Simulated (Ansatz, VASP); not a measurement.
**TiAl3: VASP beside Ansatz**

INCAR

```
PREC = Accurate
ENCUT = 520
EDIFF = 1E-6
ISMEAR = 0
SIGMA = 0.1
LREAL = False
LASPH = True
NELM = 100
ALGO = Normal
ISIF = 2
LWAVE = False
LCHARG = False
GGA = PS
NBANDS = 18
```

Contents of KPOINTS:

```
regular mesh
0
Gamma
  2 2 2
```

Contents of POSCAR:

```
TiAl3
1.0
    2.8116683263     -0.0196588470     -0.0186566057
   -0.0324080002      4.6421640465     -0.0100864170
   -0.0321977504     -0.0105593121      4.9349421324
Ti Al
1 3
Direct
   -0.0267402667      0.4885473599      0.1760357973
    0.5033607929      0.5236931408      0.6745434641
    0.4735485346      0.0418715234      0.3082792194
    0.0048113747     -0.0030813399      0.8463180768
```

Input for Ansatz:

```yaml
crystal:
  lattice:
    - [2.8116683263, -0.019658847, -0.0186566057]
    - [-0.0324080002, 4.6421640465, -0.010086417]
    - [-0.0321977504, -0.0105593121, 4.9349421324]
  atoms:
    - { symbol: Ti, position: [-0.0267402667, 0.4885473599, 0.1760357973] }
    - { symbol: Al, position: [0.5033607929, 0.5236931408, 0.6745434641] }
    - { symbol: Al, position: [0.4735485346, 0.0418715234, 0.3082792194] }
    - { symbol: Al, position: [0.0048113747, -0.0030813399, 0.8463180768] }
basis:
  ecutwfc: 420
kpoints:
  mp_grid: { grid: [2, 2, 2] }
hamiltonian:
  xc: pbesol
scf:
  occupations: { method: gaussian, width: 0.1 }
output:
  forces: true
  stress: true
  eigenvalues: true
```

Change from the starting cell: kmesh displaced: [2, 2, 2] Gamma-centred.

Alike in both runs: task single point; functional PBEsol; k mesh 2 × 2 × 2; occupations gaussian, width 0.1 eV; no spin polarisation.

|  | VASP | Ansatz |
| --- | --- | --- |
| version | VASP 6.6.1 | Ansatz 0.2.0 |
| potentials or method | VASP PAW PBE potentials, release 64 (Ti_sv, Al), cutoff 520 eV | scalar-relativistic, plane waves, PAW |
| valence electrons in the cell | 21 | 21 |

|  | VASP | Ansatz | Ansatz less VASP |
| --- | --- | --- | --- |
| gap on the k mesh at the Fermi level (eV) | none | none | - |
| pressure (GPa) | -0.7 | -0.8 | -0.05 |
| traceless stress, the component that is largest in VASP (GPa) | 1.62 | 1.62 | -0.006 |
| rms of the force components (eV/Å) | 0.793 | 0.790 | -0.0023 |

VASP's potentials were made for PBE, not for PBEsol. Atom by atom the forces differ by 0.002 eV/Å (rms over components). A gap of «none» marks a metal or a gap that the smearing closes.

The k mesh is coarse, so the values compare programs but aren't converged.
